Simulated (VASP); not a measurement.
# W in VASP: relaxation of the atoms with PBE

Aim: the relaxation of the atoms of W with PBE.

Program: VASP 6.6.1. These are calculated values, not measurements. Logs are shortened: lines on timing, memory, paths and dates and some standing lists are left out, and cuts for length are marked.

## 1. The cell of the first run

The cell holds a slab with vacuum, 4 atoms: a = 3.184 Å, b = 3.184 Å, c = 18.775 Å, α = 90.00°, β = 90.00°, γ = 90.00°.

## 2. Relaxation of the atoms, PBE

INCAR

```
ALGO = Normal
DIPOL = 0.5 0.5 0.500
EDIFF = 1E-6
EDIFFG = -0.03
ENCUT = 520
GGA = PE
IBRION = 2
IDIPOL = 3
ISIF = 2
ISMEAR = 0
LASPH = T
LCHARG = F
LDIPOL = T
LREAL = F
LWAVE = F
NELM = 60
NSW = 70
PREC = Accurate
SIGMA = 0.1
```

KPOINTS

```
k-points
0
Gamma
  9 9 1
```

POSCAR

```
W
1.0
    3.1835586443      0.0000000000      0.0000000000
    0.0000000000      3.1835586443      0.0000000000
    0.0000000000      0.0000000000     18.7753379664
W
4
Selective dynamics
Direct
    0.5000000000      0.5000000000      0.3728295071  F F F
    0.0000000000      0.0000000000      0.4576098357  F F F
    0.5000000000      0.5000000000      0.5423901643  T T T
    0.0000000000      0.0000000000      0.6271704929  T T T
```

Potentials or basis: VASP PAW PBE potentials, release 64 (W_sv).

Command:

```
$ cat potpaw_PBE.64/W_sv/POTCAR > POTCAR
$ mpirun -np 1 vasp_std > vasp.out
```

OUTCAR:

```text
EDIFF = 1E-6
   EDIFFG = -0.03
   ENCUT = 520
   GGA = PE
   IBRION = 2
   ISIF = 2
   ISMEAR = 0
   LASPH = T
   LREAL = F
   NELM = 60
   NSW = 70
   PREC = Accurate

 ion  position               nearest neighbor table
   1  0.500  0.500  0.373-   2 2.76   2 2.76   2 2.76   2 2.76   3 3.18
   2  0.000  0.000  0.458-   1 2.76   1 2.76   1 2.76   1 2.76   3 2.76   3 2.76   3 2.76   3 2.76
                             4 3.18
   3  0.500  0.500  0.542-   4 2.76   4 2.76   4 2.76   4 2.76   2 2.76   2 2.76   2 2.76   2 2.76
                             1 3.18
   4  0.000  0.000  0.627-   3 2.76   3 2.76   3 2.76   3 2.76   2 3.18

  LATTYP: Found a simple tetragonal cell.
 ALAT       =     3.1835586443
 C/A-ratio  =     5.8975945048

  Lattice vectors:

 A1 = (   3.1835586443,   0.0000000000,   0.0000000000)
 A2 = (   0.0000000000,   3.1835586443,   0.0000000000)
 A3 = (   0.0000000000,   0.0000000000,  18.7753379664)

Analysis of symmetry for initial positions (statically):
=====================================================================
 Subroutine PRICEL returns:
 Original cell was already a primitive cell.

 Routine SETGRP: Setting up the symmetry group for a
 simple tetragonal supercell.

 Subroutine GETGRP returns: Found 16 space group operations
 (whereof  8 operations were pure point group operations)
 out of a pool of 16 trial point group operations.

The static configuration has the point symmetry C_4v.
 The point group associated with its full space group is D_4h.

Analysis of symmetry for dynamics (positions and initial velocities):
=====================================================================
 Subroutine PRICEL returns:
 Original cell was already a primitive cell.

 Routine SETGRP: Setting up the symmetry group for a
 simple tetragonal supercell.

 Subroutine GETGRP returns: Found 16 space group operations
 (whereof  8 operations were pure point group operations)
 out of a pool of 16 trial point group operations.

The dynamic configuration has the point symmetry C_4v.
 The point group associated with its full space group is D_4h.

Analysis of constrained symmetry for selective dynamics:
=====================================================================
 Subroutine PRICEL returns:
 Original cell was already a primitive cell.

 Routine SETGRP: Setting up the symmetry group for a
 simple tetragonal supercell.

 Subroutine GETGRP returns: Found  8 space group operations
 (whereof  8 operations were pure point group operations)
 out of a pool of 16 trial point group operations.

The constrained configuration has the point symmetry C_4v.

 Subroutine INISYM returns: Found  8 space group operations
 (whereof  8 operations are pure point group operations),
 and found     1 'primitive' translations

----------------------------------------------------------------------------------------

                                     Primitive cell

  volume of cell :     190.2889

  direct lattice vectors                    reciprocal lattice vectors
     3.183558644  0.000000000  0.000000000     0.314113893  0.000000000  0.000000000
     0.000000000  3.183558644  0.000000000     0.000000000  0.314113893  0.000000000
     0.000000000  0.000000000 18.775337966     0.000000000  0.000000000  0.053261358

  length of vectors
     3.183558644  3.183558644 18.775337966     0.314113893  0.314113893  0.053261358

  position of ions in fractional coordinates (direct lattice)
     0.500000000  0.500000000  0.372829507
     0.000000000  0.000000000  0.457609836
     0.500000000  0.500000000  0.542390164
     0.000000000  0.000000000  0.627170493

  ion indices of the primitive-cell ions
   primitive index   ion index
[... 52 lines left out ...]
   dimension x,y,z NGXF=    48 NGYF=   48 NGZF=  280
   ions per type =               4
   NGX,Y,Z   is equivalent  to a cutoff of  12.53, 12.53, 12.40 a.u.
   NGXF,Y,Z  is equivalent  to a cutoff of  25.07, 25.07, 24.79 a.u.
 SYSTEM =  unknown system
   PREC   = accura    normal or accurate (medium, high low for compatibility)
   ISTART =      0    job   : 0-new  1-cont  2-samecut
   ICHARG =      2    charge: 1-file 2-atom 10-const
   ISPIN  =      1    spin polarized calculation?
   LNONCOLLINEAR =      F non collinear calculations
   LSORBIT =      F    spin-orbit coupling
   LASPH  =      T    aspherical Exc in radial PAW
   ENCUT  =  520.0 eV  38.22 Ry    6.18 a.u.   5.92  5.92 34.91*2*pi/ulx,y,z
   NELM   =     60;   NELMIN=  2; NELMDL= -5     # of ELM steps
   EDIFF  = 0.1E-05   stopping-criterion for ELM
   LREAL  =      F    real-space projection
   EDIFFG = -.3E-01   stopping-criterion for IOM
   NSW    =     70    number of steps for IOM
   IBRION =      2    ionic relax: 0-MD 1-quasi-New 2-CG
   NFREE  =      1    steps in history (QN), initial steepest desc. (CG)
   ISIF   =      2    stress and relaxation
   ISYM   =      2    0-nonsym 1-usesym 2-fastsym
   POTIM  = 0.5000    time-step for ionic-motion
   TEBEG  =    0.0;   TEEND  =   0.0 temperature during run
   PSTRESS=    0.0 pullay stress
   NELECT =      56.0000    total number of electrons
   NUPDOWN=      -1.0000    fix difference up-down
   EMIN   =  10.00;   EMAX   =-10.00  energy-range for DOS
   EFERMI =   0.00;   METHOD = LEGACY
   ISMEAR =     0;   SIGMA  =   0.10  broadening in eV -4-tet -1-fermi 0-gaus
   EFERMI_NEDOS =   21; number of points for ismear=-14 and -15
   IALGO  =     38    algorithm
   IMIX   =      4    mixing-type and parameters
     AMIX     =   0.40;   BMIX     =  1.00
     AMIX_MAG =   1.60;   BMIX_MAG =  1.00
  volume/ion in A,a.u.               =      47.57       321.03
  Fermi-wavevector in a.u.,A,eV,Ry     =   1.088929  2.057778 16.133340  1.185767
  Thomas-Fermi vector in A             =   2.225122
   LORBIT       =      0    0 simple, 1 ext, 2 COOP (PROOUT), +10 PAW based schemes
   GGA     = PE    functional components
   LHFCALC =     F    Hartree Fock is set to
   AEXX    =    0.0000 exact exchange contribution
   IVDW    =     0    specifies the selected vdW correction
   LEPSILON=     F    determine dielectric tensor
   LRPA    =     F    only Hartree local field effects (RPA)
 conjugate gradient relaxation of ions
 non-spin polarized calculation
 Gauss-broadening in eV      SIGMA  =   0.10
  energy-cutoff  :      520.00
  volume of cell :      190.29
 maximum number of plane-waves:      5168
 NGX is ok and might be reduce to    24
   NGX = 11   NGY = 11   NGZ = 69

--------------------------------------- Ionic step        1  -------------------------------------------

 number of electron      55.9999991 magnetization

 Free energy of the ion-electron system (eV)
  ---------------------------------------------------
  ext. energy  EPLUGINS =         0.00000000
  ---------------------------------------------------
  free energy    TOTEN  =       -46.33739953 eV

  energy without entropy =      -46.31320080  energy(sigma->0) =      -46.32530016

------------------------ aborting loop because EDIFF is reached ----------------------------------------

  FORCE on cell =-STRESS in cart. coord.  units (eV):
  Direction    XX          YY          ZZ          XY          YZ          ZX
  --------------------------------------------------------------------------------------
  -------------------------------------------------------------------------------------
  Total       -8.9584653     -8.9584653     -5.2575593      0.0000000      0.0000000      0.0000000
  in kB      -75.4276761    -75.4276761    -44.2671221      0.0000000      0.0000000      0.0000000
  external PRESSURE =     -65.0408247 kB  Pullay stress =       0.0000000 kB
[... 57 lines left out ...]
  FREE ENERGIE OF THE ION-ELECTRON SYSTEM (eV)
  ---------------------------------------------------
  free  energy   TOTEN  =       -46.5275595404 eV

  energy  without entropy=      -46.4918412541  energy(sigma->0) =      -46.50970040

 dipolmoment           0.000000      0.000000      0.002958 electrons x Angstroem

--------------------------------------- Ionic step        3  -------------------------------------------

 number of electron      55.9999992 magnetization

------------------------ aborting loop because EDIFF is reached ----------------------------------------
[... 73 lines left out ...]
 number of electron      55.9999990 magnetization

------------------------ aborting loop because EDIFF is reached ----------------------------------------

 vacuum level on the upper side and lower side of the slab       (xc-potential included)        -0.042        -0.080

  FORCE on cell =-STRESS in cart. coord.  units (eV):
  Direction    XX          YY          ZZ          XY          YZ          ZX
  --------------------------------------------------------------------------------------
  -------------------------------------------------------------------------------------
  Total       -6.6094211     -6.6094211     -3.8079267      0.0000000      0.0000000     -0.0000000
  in kB      -55.6494061    -55.6494061    -32.0616371      0.0000000      0.0000000     -0.0000000
  external PRESSURE =     -47.7868164 kB  Pullay stress =       0.0000000 kB
[... 101 lines left out ...]
--------------------------------------- Ionic step        8  -------------------------------------------

 number of electron      55.9999990 magnetization

 dipolmoment           0.000000      0.000000     -0.004320 electrons x Angstroem

 Free energy of the ion-electron system (eV)
  ---------------------------------------------------
  ext. energy  EPLUGINS =         0.00000000
  ---------------------------------------------------
  free energy    TOTEN  =       -46.53400352 eV

  energy without entropy =      -46.49807494  energy(sigma->0) =      -46.51603923

 E-fermi :   1.0882     XC(G=0):  -5.8407

 val. band max:        1.0711310038   @ k =   0.1111   0.0000   0.0000
 cond. band min:       1.0974062667   @ k =   0.1111   0.0000   0.0000
 fundamental gap:      0.0262752629
 Fermi energy:         1.0882117795

 k-point     1 :       0.0000    0.0000    0.0000
  band No.  band energies     occupation
      1     -72.8227      2.00000
      2     -72.7304      2.00000
      3     -72.6769      2.00000
      4     -72.5154      2.00000
      5     -37.2578      2.00000
      6     -37.1803      2.00000
[... 529 lines left out ...]
     32       3.2748      0.00000
     33       3.8913      0.00000

------------------------ aborting loop because EDIFF is reached ----------------------------------------

 vacuum level on the upper side and lower side of the slab       (xc-potential included)        -0.041         0.035

  FORCE on cell =-STRESS in cart. coord.  units (eV):
  Direction    XX          YY          ZZ          XY          YZ          ZX
  --------------------------------------------------------------------------------------
  -------------------------------------------------------------------------------------
  Total       -6.3284022     -6.3284022     -3.1287240      0.0000000      0.0000000      0.0000000
  in kB      -53.2833083    -53.2833083    -26.3429477      0.0000000      0.0000000      0.0000000
  external PRESSURE =     -44.3031881 kB  Pullay stress =       0.0000000 kB
[... 19 lines left out ...]
  FREE ENERGIE OF THE ION-ELECTRON SYSTEM (eV)
  ---------------------------------------------------
  free  energy   TOTEN  =       -46.5340035172 eV

  energy  without entropy=      -46.4980749435  energy(sigma->0) =      -46.51603923

 reached required accuracy - stopping structural energy minimisation

 vacuum level on the upper side and lower side of the slab         5.184         5.200
```

Wall time 4.6 min (1 thread of Intel Xeon Platinum 8488C (Sapphire Rapids), shared host); peak memory 0.31 GiB.

What came out:

* Free energy: -46.5340 eV
* Energy gained by relaxing: 49.2 meV/atom
* Ionic steps: 8
* Band gap on the k mesh: zero (bands 28 and 29 overlap by 1.65 eV)

Step by step:
```tsv
step	energy change (eV)	largest force on free atoms (eV/Å)	pressure (GPa)
1	0.0000	1.9506	-6.50
2	-0.1902	0.2953	-5.07
3	-0.1910	0.1798	-4.96
4	-0.1909	0.1923	-4.91
5	-0.1932	0.1675	-4.78
6	-0.1963	0.0928	-4.37
7	-0.1964	0.0752	-4.48
8	-0.1966	0.0047	-4.43
```

Final structure:
```cif
data_structure
_symmetry_space_group_name_H-M 'P 1'
_symmetry_Int_Tables_number 1
_cell_length_a 3.1836
_cell_length_b 3.1836
_cell_length_c 18.7753
_cell_angle_alpha 90.000
_cell_angle_beta 90.000
_cell_angle_gamma 90.000
_cell_volume 190.29
loop_
_atom_site_label
_atom_site_type_symbol
_atom_site_fract_x
_atom_site_fract_y
_atom_site_fract_z
_atom_site_occupancy
W1 W 0.50000 0.50000 0.37283 1
W2 W 0.00000 0.00000 0.45761 1
W3 W 0.50000 0.50000 0.54614 1
W4 W 0.00000 0.00000 0.62047 1
```

Levels at points of the mesh, in eV from the Fermi level:
| k point | band 26 | band 27 | band 28 | band 29 | band 30 | band 31 |
| --- | --- | --- | --- | --- | --- | --- |
| (0.00, 0.00, 0.00) | -0.59 | -0.36 | -0.15 | -0.15 | -0.09 | 0.83 |

Caveat: spin-orbit coupling is left out, which moves the levels of the heavy elements.

The gap in the log of VASP goes by the Fermi energy; the results here count the filled bands.